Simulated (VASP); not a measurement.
Write the native input for VASP 6.6.1 that does the following.

```
Task                   : electric field gradients
Functional             : PBE
Potentials or basis    : VASP PAW PBE potentials, release 64 (Na_pv, Cl)
Cutoff                 : 400 eV
k mesh                 : 8 × 8 × 8
Occupations            : fermi-dirac, width 0.02 eV
Spin                   : no spin polarisation
Dipole correction      : no
Further INCAR settings : ALGO = Normal; EDIFF = 1e-08; NBANDS = 14
```

The structure of NaCl lies in POSCAR:

```
NaCl
1.0
    2.9458000000      0.0000000000      0.0000000000
    0.0000000000      2.9458000000      0.0000000000
    0.0000000000      0.0000000000      2.8600000000
Na Cl
1 1
Direct
    0.0000000000      0.0000000000      0.0000000000
    0.5000000000      0.5000000000      0.5000000000
```

This cell differs from its parent crystal: equal xx and yy strain of +3 %.

The input as run:

INCAR

```
  ALGO = Normal
  EDIFF = 1E-8
  ENCUT = 400
  GGA = PE
  GGA_COMPAT = False
  ISIF = 2
  ISMEAR = -1
  LASPH = True
  LCHARG = False
  LEFG = True
  LREAL = False
  LWAVE = False
  NBANDS = 14
  NELM = 120
  PREC = Accurate
  SIGMA = 0.02
```

KPOINTS

```
k-points
0
Gamma
  8 8 8
```

Potentials or basis: VASP PAW PBE potentials, release 64 (Na_pv, Cl).

Command:

```bash
$ cat potpaw_PBE.64/Na_pv/POTCAR potpaw_PBE.64/Cl/POTCAR > POTCAR
$ mpirun -np 1 vasp_std > vasp.out
```

Results of the run:

- Pressure: 51.2 GPa
- Band gap on the k mesh: 4.36 eV
- Largest electric field gradient by atom: Na +1.9; Cl -16.0 V/Å²

Caveat: the cell differs from its parent crystal (equal xx and yy strain of +3 %); the stress differs along the axes, from 49 to 56 GPa; without QUAD_EFG the Cq values of the log hold for a quadrupole moment of 1 mb, not for the nuclei.

Wall time 37 s on 1 thread of Intel Xeon 8259CL (shared host), peak memory 0.1 GiB.
